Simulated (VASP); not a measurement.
# Ti2C5 (P6/mmm) in VASP: further runs, part 2 of 2

VASP 6.6.1.

## 3. Single point, PBE

This run uses another cell than the first one, of 11.13 Å³/atom.

Input file INCAR:

```
SYSTEM = Ti2C5
PREC = Accurate
ENCUT = 600
EDIFF = 1E-6
ISMEAR = 0
SIGMA = 0.2
LREAL = .False.
LASPH = .True.
NELM = 120
ALGO = Normal
ISIF = 2
LWAVE = .False.
LCHARG = .True.
GGA = PE
LELF = .True.
LVHAR = .True.
NBANDS = 31
GGA_COMPAT = .False.
```

Input file KPOINTS:

```
regular mesh
0
Gamma
  4 4 3
  0 0 0
```

Input file POSCAR:

```
Ti2C5
1.0
    3.5445859942      0.0000000000      0.0000000000
   -1.7722929971      3.0697015169      0.0000000000
    0.0000000000      0.0000000000      7.1619613471
Ti C
2 5
Direct
    0.0000000000      0.0000000000      0.7360685133
    0.0000000000      0.0000000000      0.2639314867
    0.0000000000      0.0000000000      0.0000000000
    0.3333333333      0.6666666667      0.5989408291
    0.6666666667      0.3333333333      0.5989408291
    0.6666666667      0.3333333333      0.4010591709
    0.3333333333      0.6666666667      0.4010591709
```

Potentials or basis: VASP PAW PBE potentials, release 64 (Ti_sv, C).

Started as:

```
cat potpaw_PBE.64/Ti_sv/POTCAR potpaw_PBE.64/C/POTCAR > POTCAR
mpirun -np 1 vasp_std > vasp.out
```

OUTCAR:

```text
SYSTEM = Ti2C5
   PREC = Accurate
   ENCUT = 600
   EDIFF = 1E-6
   ISMEAR = 0
   LREAL = .False.
   LASPH = .True.
   NELM = 120
   ISIF = 2
   GGA = PE

 ion  position               nearest neighbor table
   1  0.000  0.000  0.736-   3 1.89   4 2.27   5 2.27   5 2.27   4 2.27   5 2.27   4 2.27
   2  0.000  0.000  0.264-   3 1.89   6 2.27   7 2.27   6 2.27   7 2.27   6 2.27   7 2.27
   3  0.000  0.000  0.000-   1 1.89   2 1.89
   4  0.333  0.667  0.599-   7 1.42   5 2.05   5 2.05   5 2.05   1 2.27   1 2.27   1 2.27
   5  0.667  0.333  0.599-   6 1.42   4 2.05   4 2.05   4 2.05   1 2.27   1 2.27   1 2.27
   6  0.667  0.333  0.401-   5 1.42   7 2.05   7 2.05   7 2.05   2 2.27   2 2.27   2 2.27
   7  0.333  0.667  0.401-   4 1.42   6 2.05   6 2.05   6 2.05   2 2.27   2 2.27   2 2.27

  LATTYP: Found a hexagonal cell.
 ALAT       =     3.5445859942
 C/A-ratio  =     2.0205353626

  Lattice vectors:

 A1 = (   3.5445859942,   0.0000000000,   0.0000000000)
 A2 = (  -1.7722929971,   3.0697015169,   0.0000000000)
 A3 = (   0.0000000000,   0.0000000000,   7.1619613471)

Analysis of symmetry for initial positions (statically):
=====================================================================
 Subroutine PRICEL returns:
 Original cell was already a primitive cell.

 Routine SETGRP: Setting up the symmetry group for a
 hexagonal supercell.

 Subroutine GETGRP returns: Found 24 space group operations
 (whereof 24 operations were pure point group operations)
 out of a pool of 24 trial point group operations.

The static configuration has the point symmetry D_6h.

Analysis of symmetry for dynamics (positions and initial velocities):
=====================================================================
 Subroutine PRICEL returns:
 Original cell was already a primitive cell.

 Routine SETGRP: Setting up the symmetry group for a
 hexagonal supercell.

 Subroutine GETGRP returns: Found 24 space group operations
 (whereof 24 operations were pure point group operations)
 out of a pool of 24 trial point group operations.

The dynamic configuration has the point symmetry D_6h.

 Subroutine INISYM returns: Found 24 space group operations
 (whereof 24 operations are pure point group operations),
 and found     1 'primitive' translations

----------------------------------------------------------------------------------------

                                     Primitive cell

  volume of cell :      77.9280

  direct lattice vectors                    reciprocal lattice vectors
     3.544585994  0.000000000  0.000000000     0.282120395  0.162882286  0.000000000
    -1.772292997  3.069701517  0.000000000     0.000000000  0.325764572  0.000000000
     0.000000000  0.000000000  7.161961347     0.000000000  0.000000000  0.139626556

  length of vectors
     3.544585994  3.544585994  7.161961347     0.325764572  0.325764572  0.139626556

  position of ions in fractional coordinates (direct lattice)
     0.000000000  0.000000000  0.736068513
     0.000000000  0.000000000  0.263931487
     0.000000000  0.000000000  0.000000000
     0.333333333  0.666666667  0.598940829
     0.666666667  0.333333333  0.598940829
     0.666666667  0.333333333  0.401059171
     0.333333333  0.666666667  0.401059171

  ion indices of the primitive-cell ions
[... 28 lines left out ...]
     0.000000000  0.000000000  0.000000000

 Subroutine IBZKPT returns following result:
 ===========================================

 Found      8 irreducible k-points:

 Following reciprocal coordinates:
            Coordinates               Weight
  0.000000  0.000000  0.000000      1.000000
  0.250000  0.000000  0.000000      6.000000
  0.500000  0.000000  0.000000      3.000000
  0.250000  0.250000  0.000000      6.000000
  0.000000  0.000000  0.333333      2.000000
  0.250000  0.000000  0.333333     12.000000
  0.500000  0.000000  0.333333      6.000000
  0.250000  0.250000  0.333333     12.000000
   k-points           NKPTS =      8   k-points in BZ     NKDIM =      8   number of bands    NBANDS=     31
   number of dos      NEDOS =    301   number of ions     NIONS =      7
   total plane-waves  NPLWV =  47040
   dimension x,y,z NGX =    28 NGY =   28 NGZ =   60
   dimension x,y,z NGXF=    56 NGYF=   56 NGZF=  120
   ions per type =               2   5
   NGX,Y,Z   is equivalent  to a cutoff of  13.13, 13.13, 13.93 a.u.
   NGXF,Y,Z  is equivalent  to a cutoff of  26.26, 26.26, 27.85 a.u.
 SYSTEM =  Ti2C5
   PREC   = accura    normal or accurate (medium, high low for compatibility)
   ISTART =      0    job   : 0-new  1-cont  2-samecut
   ICHARG =      2    charge: 1-file 2-atom 10-const
   ISPIN  =      1    spin polarized calculation?
   LNONCOLLINEAR =      F non collinear calculations
   LSORBIT =      F    spin-orbit coupling
   LASPH  =      T    aspherical Exc in radial PAW
   ENCUT  =  600.0 eV  44.10 Ry    6.64 a.u.   7.08  7.08 14.30*2*pi/ulx,y,z
   NELM   =    120;   NELMIN=  2; NELMDL= -5     # of ELM steps
   EDIFF  = 0.1E-05   stopping-criterion for ELM
   LREAL  =      F    real-space projection
[... 7 lines left out ...]
   TEBEG  =    0.0;   TEEND  =   0.0 temperature during run
   PSTRESS=    0.0 pullay stress
   NELECT =      44.0000    total number of electrons
   NUPDOWN=      -1.0000    fix difference up-down
   EMIN   =  10.00;   EMAX   =-10.00  energy-range for DOS
   EFERMI =   0.00;   METHOD = LEGACY
   ISMEAR =     0;   SIGMA  =   0.20  broadening in eV -4-tet -1-fermi 0-gaus
   EFERMI_NEDOS =   21; number of points for ismear=-14 and -15
   IALGO  =     38    algorithm
   IMIX   =      4    mixing-type and parameters
     AMIX     =   0.40;   BMIX     =  1.00
     AMIX_MAG =   1.60;   BMIX_MAG =  1.00
  volume/ion in A,a.u.               =      11.13        75.13
  Fermi-wavevector in a.u.,A,eV,Ry     =   1.353094  2.556976 24.910394  1.830862
  Thomas-Fermi vector in A             =   2.480378
   LORBIT       =      0    0 simple, 1 ext, 2 COOP (PROOUT), +10 PAW based schemes
   GGA     = PE    functional components
   LHFCALC =     F    Hartree Fock is set to
   AEXX    =    0.0000 exact exchange contribution
   IVDW    =     0    specifies the selected vdW correction
   LEPSILON=     F    determine dielectric tensor
   LRPA    =     F    only Hartree local field effects (RPA)
 non-spin polarized calculation
 Gauss-broadening in eV      SIGMA  =   0.20
  energy-cutoff  :      600.00
  volume of cell :       77.93
 maximum number of plane-waves:      2612
   NGX = 15   NGY = 15   NGZ = 29

 number of electron      43.9999999 magnetization

 Free energy of the ion-electron system (eV)
  ---------------------------------------------------
  ext. energy  EPLUGINS =         0.00000000
  ---------------------------------------------------
  free energy    TOTEN  =       -53.35698626 eV

  energy without entropy =      -53.25349433  energy(sigma->0) =      -53.30524030

 E-fermi :   6.2051     XC(G=0): -11.0003

 val. band max:        6.1729643829   @ k =   0.2500   0.2500   0.0000
 cond. band min:       6.2086465728   @ k =   0.2500   0.0000   0.0000
 fundamental gap:      0.0356821898
 Fermi energy:         6.2050501554

 k-point     1 :       0.0000    0.0000    0.0000
  band No.  band energies     occupation
      1     -50.4844      2.00000
      2     -50.4808      2.00000
      3     -26.8149      2.00000
      4     -26.8149      2.00000
      5     -26.8077      2.00000
      6     -26.8077      2.00000
[... 261 lines left out ...]
     30      10.2530      0.00000
     31      10.3540      0.00000

------------------------ aborting loop because EDIFF is reached ----------------------------------------

  FORCE on cell =-STRESS in cart. coord.  units (eV):
  Direction    XX          YY          ZZ          XY          YZ          ZX
  --------------------------------------------------------------------------------------
  -------------------------------------------------------------------------------------
  Total       -0.0480135     -0.0480135      0.2354884      0.0000000      0.0000000      0.0000000
  in kB       -0.9871433     -0.9871433      4.8415724      0.0000000      0.0000000      0.0000000
  external PRESSURE =       0.9557619 kB  Pullay stress =       0.0000000 kB

 VOLUME and BASIS-vectors are now :
 -----------------------------------------------------------------------------
  energy-cutoff  :      600.00
  volume of cell :       77.93
      direct lattice vectors                 reciprocal lattice vectors
     3.544585994  0.000000000  0.000000000     0.282120395  0.162882286  0.000000000
    -1.772292997  3.069701517  0.000000000     0.000000000  0.325764572  0.000000000
     0.000000000  0.000000000  7.161961347     0.000000000  0.000000000  0.139626556

 POSITION                                       TOTAL-FORCE (eV/Angst)
 -----------------------------------------------------------------------------------
      0.00000      0.00000      5.27169         0.000000      0.000000     -0.018199
      0.00000      0.00000      1.89027        -0.000000      0.000000      0.018199
      0.00000      0.00000      0.00000        -0.000000     -0.000000      0.000000
     -0.00000      2.04647      4.28959         0.000000     -0.000000      0.064609
      1.77229      1.02323      4.28959        -0.000000     -0.000000      0.064609
      1.77229      1.02323      2.87237        -0.000000      0.000000     -0.064609
     -0.00000      2.04647      2.87237         0.000000     -0.000000     -0.064609
 -----------------------------------------------------------------------------------
    total drift:                                0.000000      0.000000      0.000000

  FREE ENERGIE OF THE ION-ELECTRON SYSTEM (eV)
  ---------------------------------------------------
  free  energy   TOTEN  =       -53.3569862643 eV

  energy  without entropy=      -53.2534943319  energy(sigma->0) =      -53.30524030
```

Wall time 26 s (1 thread of AMD EPYC 7R13 (Zen 3), shared host); peak memory 0.18 GiB.

Results:

| Property | Result |
| --- | --- |
| Free energy | -53.3570 eV |
| Pressure | 0.1 GPa |
| Largest force | 0.065 eV/Å |
| Band gap on the k mesh | zero (bands 22 and 23 overlap by 0.58 eV) |

Forces in eV/Å, atoms in the order of the input:
```
Ti   0.000  0.000 -0.018
Ti   0.000  0.000  0.018
C    0.000  0.000  0.000
C    0.000  0.000  0.065
C    0.000  0.000  0.065
C    0.000  0.000 -0.065
C    0.000  0.000 -0.065
```

Stress tensor (GPa, compression positive):
```
-0.10  0.00  0.00
 0.00 -0.10  0.00
 0.00  0.00  0.48
```

Caveat: the k points lie up to 0.51 Å⁻¹ apart, too coarse for converged energies and pressures of a metal.

The gap in the log of VASP goes by the Fermi energy; the results here count the filled bands.